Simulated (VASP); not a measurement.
# H4C in VASP: notebook

H4C is run at these levels: r2SCAN+D3(BJ); tasks: single point, relaxation of the atoms.

Program: VASP 6.6.1. These are calculated values, not measurements. Logs are shortened: lines on timing, memory, paths and dates and some standing lists are left out, and cuts for length are marked.

## 1. The cell of the first run

The cell holds an amorphous packing of atoms, 40 atoms: a = 7.683 Å, b = 7.683 Å, c = 7.683 Å, α = 90.00°, β = 90.00°, γ = 90.00°.

## 2. Single point, r2SCAN+D3(BJ)

POSCAR

```
H4C
1.0
    7.6834750000      0.0000000000      0.0000000000
    0.0000000000      7.6834750000      0.0000000000
    0.0000000000      0.0000000000      7.6834750000
C H
8 32
Direct
    0.1031304195      0.7562593748      0.3560498342
    0.1141931223      0.4134587540      0.9083520152
    0.4569156534      0.1102626090      0.8614461555
    0.6026309710     -0.0890092048      0.2770491217
    0.9012458556      0.8563442973      0.7861547021
    0.7975688084      0.3925177085      0.2781553919
    0.4703861209      0.6512027436      0.6572286628
    0.3031701151      0.2933047872      0.3821057529
    0.2077445427      0.8492381377      0.3758195348
    0.0543373929      0.7189845740      0.4835702596
    0.1607475784      0.6480140822      0.2909751122
    0.0033448407      0.8290129141      0.2865240012
    0.0764758134      0.5195305510      0.9961898750
    0.0773217847      0.4443692470      0.7801417978
    0.0347889464      0.3025974575      0.9534748275
    0.2562252106      0.3932205155      0.9166295198
    0.4149164278      0.1551381374      0.9867149955
    0.3557244606      0.0214876732      0.8060675671
    0.5751434084      0.0372097261      0.8822830815
    0.4894530144      0.2112455627      0.7723588611
    0.5936376444     -0.0398647747      0.4089035235
    0.6512157585      0.0147329171      0.1959399881
    0.4755270239     -0.1253599446      0.2287506629
    0.6911456079     -0.1985559919      0.2685894078
    0.9035885455      0.9549715461      0.8756324450
    0.8282710622      0.7533700572      0.8442534140
    1.0228444812      0.8080848835      0.7379863929
    0.8072128822      0.8802397353      0.6823735354
    0.7271709741      0.3869212824      0.1574938423
    0.8569169549      0.2669755547      0.2989662880
    0.7037440741      0.4287903585      0.3747132645
    0.8929293061      0.4967023385      0.2613530987
    0.5445192442      0.7380254377      0.7362423903
    0.3720191710      0.5774860984      0.7203511432
    0.5649006472      0.5709005365      0.5884967414
    0.4052202942      0.7386631700      0.5704450135
    0.3408093343      0.4180920742      0.4298836139
    0.2994218111      0.1945473890      0.4872274589
    0.3899017046      0.2560950612      0.2764113894
    0.1777711257      0.3115777692      0.3217424408
```

INCAR.step1

```
SYSTEM = H4C
  ALGO = Normal
  EDIFF = 1E-4
  ENCUT = 520
  GGA = PE
  ISMEAR = -1
  LASPH = .True.
  LCHARG = .False.
  LREAL = Auto
  LWAVE = .True.
  NBANDS = 58
  NELM = 100
  PREC = Accurate
  SIGMA = 0.05
```

INCAR.step2

```
SYSTEM = H4C
  ALGO = Normal
  EDIFF = 1E-7
  ENCUT = 520
  ISIF = 2
  ISMEAR = -1
  ISTART = 1
  IVDW = 12
  LASPH = .True.
  LCHARG = .False.
  LMIXTAU = .True.
  LREAL = Auto
  LWAVE = .False.
  METAGGA = R2SCAN
  NBANDS = 58
  NELM = 100
  PREC = Accurate
  SIGMA = 0.05
  VDW_A1 = 0.49484001
  VDW_A2 = 5.73083694
  VDW_S6 = 1.0
  VDW_S8 = 0.78981345
```

KPOINTS

```
k-points
0
Gamma
  1 1 1
  0 0 0
```

Potentials or basis: VASP PAW PBE potentials, release 64 (C, H).

The run is started by

```
$ cat potpaw_PBE.64/C/POTCAR potpaw_PBE.64/H/POTCAR > POTCAR
$ cp INCAR.step1 INCAR
$ mpirun -np 1 vasp_gam > vasp.out
$ cp INCAR.step2 INCAR
$ mpirun -np 1 vasp_gam > vasp.out
```

OUTCAR:

```text
SYSTEM = H4C
   EDIFF = 1E-7
   ENCUT = 520
   ISIF = 2
   ISMEAR = -1
   ISTART = 1
   IVDW = 12
   LASPH = .True.
   LREAL = Auto
   METAGGA = R2SCAN
   NELM = 100
   PREC = Accurate
 IVDW          = 12

 ion  position               nearest neighbor table
   1  0.103  0.756  0.356-  11 1.07   9 1.09  10 1.09  12 1.09
   2  0.114  0.413  0.908-  14 1.05  13 1.10  15 1.10  16 1.10
   3  0.457  0.110  0.861-  20 1.06  17 1.07  19 1.08  18 1.12
   4  0.603  0.911  0.277-  22 1.08  23 1.08  21 1.08  24 1.08
   5  0.901  0.856  0.786-  25 1.02  26 1.07  27 1.07  28 1.09
   6  0.798  0.393  0.278-  31 1.07  29 1.07  30 1.08  32 1.09
   7  0.470  0.651  0.657-  34 1.06  33 1.07  36 1.07  35 1.09
   8  0.303  0.293  0.382-  37 1.07  40 1.08  39 1.09  38 1.11
   9  0.208  0.849  0.376-   1 1.09
  10  0.054  0.719  0.484-   1 1.09
  11  0.161  0.648  0.291-   1 1.07
  12  0.003  0.829  0.287-   1 1.09
  13  0.076  0.520  0.996-   2 1.10
  14  0.077  0.444  0.780-   2 1.05
[... 24 lines left out ...]
  39  0.390  0.256  0.276-   8 1.09
  40  0.178  0.312  0.322-   8 1.08

  LATTYP: Found a simple cubic cell.
 ALAT       =     7.6834750000

  Lattice vectors:

 A1 = (   7.6834750000,   0.0000000000,   0.0000000000)
 A2 = (   0.0000000000,   7.6834750000,   0.0000000000)
 A3 = (   0.0000000000,   0.0000000000,   7.6834750000)

Analysis of symmetry for initial positions (statically):
=====================================================================
 Subroutine PRICEL returns:
 Original cell was already a primitive cell.

 Routine SETGRP: Setting up the symmetry group for a
 simple cubic supercell.

 Subroutine GETGRP returns: Found  1 space group operations
 (whereof  1 operations were pure point group operations)
 out of a pool of 48 trial point group operations.

The static configuration has the point symmetry C_1 .

Analysis of symmetry for dynamics (positions and initial velocities):
=====================================================================
 Subroutine PRICEL returns:
 Original cell was already a primitive cell.

 Routine SETGRP: Setting up the symmetry group for a
 simple cubic supercell.

 Subroutine GETGRP returns: Found  1 space group operations
 (whereof  1 operations were pure point group operations)
 out of a pool of 48 trial point group operations.

The dynamic configuration has the point symmetry C_1 .

 Subroutine INISYM returns: Found  1 space group operations
 (whereof  1 operations are pure point group operations),
[... 153 lines left out ...]
   NFREE  =      0    steps in history (QN), initial steepest desc. (CG)
   ISIF   =      2    stress and relaxation
   ISYM   =      2    0-nonsym 1-usesym 2-fastsym
   POTIM  = 0.5000    time-step for ionic-motion
   TEBEG  =    0.0;   TEEND  =   0.0 temperature during run
   PSTRESS=    0.0 pullay stress
   NELECT =      64.0000    total number of electrons
   NUPDOWN=      -1.0000    fix difference up-down
   EMIN   =  10.00;   EMAX   =-10.00  energy-range for DOS
   EFERMI =   0.00;   METHOD = LEGACY
   ISMEAR =    -1;   SIGMA  =   0.05  broadening in eV -4-tet -1-fermi 0-gaus
   EFERMI_NEDOS =   21; number of points for ismear=-14 and -15
   IALGO  =     38    algorithm
   IMIX   =      4    mixing-type and parameters
     AMIX     =   0.40;   BMIX     =  1.00
     AMIX_MAG =   1.60;   BMIX_MAG =  1.00
  volume/ion in A,a.u.               =      11.34        76.53
  Fermi-wavevector in a.u.,A,eV,Ry     =   0.852270  1.610557  9.882781  0.726364
  Thomas-Fermi vector in A             =   1.968532
   LORBIT       =      0    0 simple, 1 ext, 2 COOP (PROOUT), +10 PAW based schemes
   METAGGA = R2SCAN    functional components
   LHFCALC =     F    Hartree Fock is set to
   AEXX    =    0.0000 exact exchange contribution
   IVDW    =    12    specifies the selected vdW correction
   LEPSILON=     F    determine dielectric tensor
   LRPA    =     F    only Hartree local field effects (RPA)
 non-spin polarized calculation
  energy-cutoff  :      520.00
  volume of cell :      453.60
 maximum number of plane-waves:      6099
 NGX is ok and might be reduce to    60
   NGX = 29   NGY = 29   NGZ = 29

 number of electron      63.9999996 magnetization

 Free energy of the ion-electron system (eV)
  ---------------------------------------------------
  ext. energy  EPLUGINS =         0.00000000
  ---------------------------------------------------
  free energy    TOTEN  =      -199.26651651 eV

  energy without entropy =     -199.26651651  energy(sigma->0) =     -199.26651651

 E-fermi :  -5.5001     XC(G=0):  -5.9256

 val. band max:       -6.7233834890   @ k =   0.0000   0.0000   0.0000
 cond. band min:       1.2209440426   @ k =   0.0000   0.0000   0.0000
 fundamental gap:      7.9443275316
 Fermi energy:        -5.5000890468

 k-point     1 :       0.0000    0.0000    0.0000
  band No.  band energies     occupation
      1     -16.2854      2.00000
      2     -16.0496      2.00000
      3     -15.9263      2.00000
      4     -15.8702      2.00000
      5     -15.8316      2.00000
      6     -15.7840      2.00000
[... 36 lines left out ...]
     43       4.5032      0.00000
     44       4.6188      0.00000
 [bands above 44 left out]

------------------------ aborting loop because EDIFF is reached ----------------------------------------

 Edisp (eV)   -0.58155

 E8    (eV) :    -0.0874

  FORCE on cell =-STRESS in cart. coord.  units (eV):
  Direction    XX          YY          ZZ          XY          YZ          ZX
  --------------------------------------------------------------------------------------
  -------------------------------------------------------------------------------------
  Total       1.36851     4.65430     6.04304    -0.23143     0.68592     0.80501
  in kB       4.83377    16.43962    21.34486    -0.81744     2.42276     2.84339
  external pressure =       14.21 kB  Pullay stress =        0.00 kB

 VOLUME and BASIS-vectors are now :
 -----------------------------------------------------------------------------
  energy-cutoff  :      520.00
  volume of cell :      453.60
      direct lattice vectors                 reciprocal lattice vectors
     7.683475000  0.000000000  0.000000000     0.130149444  0.000000000  0.000000000
     0.000000000  7.683475000  0.000000000     0.000000000  0.130149444  0.000000000
     0.000000000  0.000000000  7.683475000     0.000000000  0.000000000  0.130149444

 POSITION                                       TOTAL-FORCE (eV/Angst)
 -----------------------------------------------------------------------------------
      0.79240      5.81070      2.73570         0.156348      1.115108      0.672873
      0.87740      3.17680      6.97930         0.073518     -0.216840      1.770688
      3.51070      0.84720      6.61890        -0.416479     -1.510182     -0.210389
      4.63030      6.99958      2.12870         0.072734      0.107645     -0.114281
      6.92470      6.57970      6.04040        -1.530319     -1.843534     -1.723877
      6.12810      3.01590      2.13720         0.217455      0.570052     -0.675363
[... 32 lines left out ...]
      2.99580      1.96770      2.12380         0.240611     -0.171207      0.225873
      1.36590      2.39400      2.47210        -0.538710     -0.217823      0.070260
 -----------------------------------------------------------------------------------
    total drift:                                0.000701     -0.004942      0.010088

  FREE ENERGIE OF THE ION-ELECTRON SYSTEM (eV)
  ---------------------------------------------------
  free  energy   TOTEN  =      -199.8480630416 eV

  energy  without entropy=     -199.8480630415  energy(sigma->0) =     -199.84806304
```

OSZICAR.step1:

```text
N       E                     dE             d eps       ncg     rms          rms(c)
DAV:   1     0.364245183641E+03    0.36425E+03   -0.28753E+04   116   0.941E+02
DAV:   2    -0.158711881378E+03   -0.52296E+03   -0.49507E+03   150   0.206E+02
DAV:   3    -0.217062722696E+03   -0.58351E+02   -0.57969E+02   152   0.724E+01
DAV:   4    -0.218807631254E+03   -0.17449E+01   -0.17399E+01   152   0.150E+01
DAV:   5    -0.218847718313E+03   -0.40087E-01   -0.40074E-01   152   0.220E+00    0.254E+01
DAV:   6    -0.194926099518E+03    0.23922E+02   -0.42646E+01   128   0.193E+01    0.119E+01
DAV:   7    -0.192069240181E+03    0.28569E+01   -0.71937E+00   144   0.821E+00    0.700E+00
DAV:   8    -0.191463802739E+03    0.60544E+00   -0.18665E+00   144   0.435E+00    0.262E+00
DAV:   9    -0.191380749860E+03    0.83053E-01   -0.17358E-01   144   0.128E+00    0.917E-01
DAV:  10    -0.191390644026E+03   -0.98942E-02   -0.51832E-02   136   0.718E-01    0.224E-01
DAV:  11    -0.191393558291E+03   -0.29143E-02   -0.28531E-03   128   0.257E-01    0.177E-01
DAV:  12    -0.191393391649E+03    0.16664E-03   -0.61610E-04   144   0.108E-01    0.749E-02
DAV:  13    -0.191393282122E+03    0.10953E-03   -0.41727E-04   136   0.656E-02    0.289E-02
DAV:  14    -0.191393259587E+03    0.22535E-04   -0.47349E-05   104   0.319E-02
   1 F= -.19139326E+03 E0= -.19139326E+03  d E =-.734555E-10
```

Wall time 3.4 min (1 thread of Intel Xeon Platinum 8375C at 2.90GHz (Ice Lake), shared host); peak memory 0.53 GiB.

Results:

```yaml
Free_energy: -199.8481 eV
Pressure: 1.4 GPa
Largest_force: 2.952 eV/Å
Band_gap_on_the_k_mesh: 7.94 eV
Dispersion_energy_per_atom: -0.015 eV
```

Forces in eV/Å, atoms in the order of the input:
```
C    0.156  1.115  0.673
C    0.074 -0.217  1.771
C   -0.416 -1.510 -0.210
C    0.073  0.108 -0.114
C   -1.530 -1.844 -1.724
C    0.217  0.570 -0.675
C    0.656  0.366 -0.795
C   -0.109 -0.721 -0.175
H    0.150  0.145  0.206
H   -0.050 -0.150 -0.115
H   -0.136 -0.595 -0.597
H   -0.101 -0.475 -0.284
H    0.214  0.075 -0.286
H   -0.320  0.353 -1.305
H    0.641  0.003 -0.229
H   -0.711 -0.180  0.062
H   -0.249  0.417  0.316
H    0.610  0.619  0.284
H    0.249 -0.394  0.030
H   -0.128  0.814 -0.444
H   -0.036 -0.091  0.216
H    0.173  0.269 -0.243
H   -0.212 -0.125  0.001
H    0.026 -0.163  0.120
H    0.449  2.118  1.442
H    0.113 -1.055  0.867
H    0.466  0.116 -0.020
H    0.558  0.744 -0.444
H   -0.338 -0.131 -0.629
H    0.180 -0.138  0.331
H   -0.173 -0.054  0.656
H    0.045 -0.280  0.269
H    0.195  0.142  1.070
H   -0.289 -0.524  0.745
H   -0.273 -0.111 -0.121
H   -0.272  0.138 -0.839
H    0.397  0.549  0.460
H    0.000  0.487 -0.567
H    0.241 -0.171  0.226
H   -0.539 -0.218  0.070
```

Levels at points of the mesh, in eV from the valence-band top:
```tsv
k point	band 29	band 30	band 31	band 32	band 33	band 34	band 35	band 36
(0.00, 0.00, 0.00)	-0.32	-0.24	-0.09	0.00	7.94	9.94	10.20	10.35
```

Caveat: the k points lie up to 0.82 Å⁻¹ apart; the PAW data sets were made with another functional, which shifts forces and pressure a little.

## 3. Single point, r2SCAN+D3(BJ)

POSCAR

```
H4C
1.0
    7.6834750000      0.0000000000      0.0000000000
    0.0000000000      7.6834750000      0.0000000000
    0.0000000000      0.0000000000      7.6834750000
C H
8 32
Direct
    0.0997985937      0.7544242677      0.3627265007
    0.1200628622      0.4107776755      0.9123476031
    0.4613927943      0.1088700100      0.8648430560
    0.5995203993     -0.0907792373      0.2798993945
    0.8950507420      0.8563052525      0.7846449686
    0.7934040262      0.3939623673      0.2761120457
    0.4705553151      0.6519706253      0.6505650113
    0.3058381787      0.2902202454      0.3794376893
    0.2163864658      0.8375897624      0.3640279951
    0.0514871201      0.7189064844      0.4896612535
    0.1426828356      0.6405174742      0.2826455478
    0.0073664585      0.8300801395      0.2867843001
    0.0891653842      0.5325585103      0.9817302718
    0.0779465021      0.4448377850      0.7763284191
    0.0391359378      0.3091309596      0.9650451131
    0.2510712926      0.3691819131      0.9322604681
    0.4209423471      0.1541359866      0.9968276073
    0.3489697045      0.0376262043      0.8245097433
    0.5858026479      0.0429102717      0.8918881105
    0.4805898373      0.2202128594      0.7739727142
    0.6130819714     -0.0497951773      0.4154109957
    0.6412983709      0.0277999213      0.2103995913
    0.4678351918     -0.1194771897      0.2361561663
    0.6891673364     -0.1985690069      0.2585028259
    0.9113324375      0.9824981535      0.8705696316
    0.8350648632      0.7432184005      0.8592075851
    1.0265667553      0.8095035124      0.7468886149
    0.8179111665      0.9095493901      0.6751111964
    0.7218478618      0.3923354992      0.1505308470
    0.8651814446      0.2723246968      0.2978860477
    0.7009588760      0.4333325741      0.3801404963
    0.8861615350      0.4983552364      0.2522296227
    0.5634299584      0.7257002854      0.7346155223
    0.3824050967      0.5657986783      0.7267675108
    0.5565971126      0.5642629149      0.5829653900
    0.3907476760      0.7344723579      0.5631826745
    0.3413689769      0.4192894491      0.4303781817
    0.3051744165      0.1986470965      0.4839607079
    0.3868952525      0.2614051585      0.2672618835
    0.1754414506      0.3228617260      0.3287965406
```

INCAR.step1

```
PREC     = Accurate       # precision mode
ENCUT    = 520            # plane-wave cutoff, eV
ISMEAR   = -1             # smearing method
SIGMA    = 0.05           # smearing width, eV
LREAL    = Auto         
LASPH    = True           # aspherical terms in the spheres
NELM     = 60             # most SCF steps
NBANDS   = 58             # bands
GGA      = PE             # functional
ALGO     = Normal         # electronic algorithm
EDIFF    = 1E-4           # SCF threshold, eV
LWAVE    = True           # write WAVECAR
LCHARG   = False          # write CHGCAR
```

INCAR.step2

```
PREC     = Accurate       # precision mode
ENCUT    = 520            # plane-wave cutoff, eV
EDIFF    = 1E-7           # SCF threshold, eV
ISMEAR   = -1             # smearing method
SIGMA    = 0.05           # smearing width, eV
LREAL    = Auto         
LASPH    = True           # aspherical terms in the spheres
NELM     = 60             # most SCF steps
ALGO     = Normal         # electronic algorithm
ISIF     = 2              # what is computed and relaxed
LWAVE    = False          # write WAVECAR
LCHARG   = True           # write CHGCAR
METAGGA  = R2SCAN         # meta-GGA
LMIXTAU  = True         
IVDW     = 12             # dispersion correction
VDW_S6   = 1.0          
VDW_S8   = 0.78981345   
VDW_A1   = 0.49484001   
VDW_A2   = 5.73083694   
LELF     = True           # ELF
LVHAR    = True         
NBANDS   = 58             # bands
ISTART   = 1
```

KPOINTS

```
regular mesh
0
Gamma
  1 1 1
```

Potentials or basis: VASP PAW PBE potentials, release 64 (C, H).

The run is started by

```
$ cat potpaw_PBE.64/C/POTCAR potpaw_PBE.64/H/POTCAR > POTCAR
$ cp INCAR.step1 INCAR
$ mpirun -np 1 vasp_gam > vasp.out
$ cp INCAR.step2 INCAR
$ mpirun -np 1 vasp_gam > vasp.out
```

It took 3.3 min on 1 thread of Intel Xeon Platinum 8375C at 2.90GHz (Ice Lake), shared host; peak memory 0.52 GiB.

It converged, with:

* Free energy: -199.4613 eV
* Pressure: -1.5 GPa
* Largest force: 2.302 eV/Å
* Band gap on the k mesh: 7.57 eV
* Dispersion energy per atom: -0.015 eV

Forces in eV/Å, atoms in the order of the input:
```
C    1.198 -0.052 -1.585
C   -1.477  1.296 -0.587
C    0.471  1.471  1.241
C    0.611  1.053 -0.095
C    0.383  1.178  1.501
C   -0.484  0.628 -0.747
C   -0.079 -0.035  0.873
C   -0.758  2.058 -0.699
H   -0.287 -0.149  0.621
H    0.031 -0.053  0.062
H   -0.546  0.492  0.672
H   -0.414 -0.184  0.097
H    0.382 -0.410  0.221
H    0.735 -0.786  0.702
H   -0.495 -0.259  0.025
H    0.720  0.224 -0.357
H    0.306  0.294 -0.741
H   -0.043 -1.008 -0.553
H   -0.637 -0.332 -0.652
H   -0.024 -0.507  0.655
H   -0.585 -0.378  0.099
H    0.081 -0.578 -0.193
H    0.076 -0.132  0.369
H   -0.137  0.047 -0.214
H   -0.094 -2.143 -0.774
H    0.149  1.431 -0.724
H   -0.634  0.531 -0.069
H    0.300 -0.922  0.220
H    0.049 -0.478  0.566
H   -0.448  0.256  0.098
H    0.645 -0.476 -0.427
H    0.171  0.024  0.439
H   -1.098 -0.107 -0.301
H    0.453  0.694 -0.121
H    0.039 -0.174 -0.738
H    0.701 -0.359  0.402
H    0.449 -0.428  0.035
H   -0.024 -0.635  0.193
H    0.214 -0.319  0.271
H    0.101 -0.774  0.213
```

Stress tensor (GPa, compression positive):
```
-0.70  0.72 -0.37
 0.72 -2.21  0.74
-0.37  0.74 -1.54
```

Levels at points of the mesh, in eV from the valence-band top:
| k point | band 30 | band 31 | band 32 | band 33 | band 34 | band 35 |
| --- | --- | --- | --- | --- | --- | --- |
| (0.00, 0.00, 0.00) | -0.27 | -0.18 | 0.00 | 7.57 | 9.56 | 9.75 |

Caveat: the k points lie up to 0.82 Å⁻¹ apart; the PAW data sets were made with another functional, which shifts forces and pressure a little.

(Part 1 of 2 ends here.)
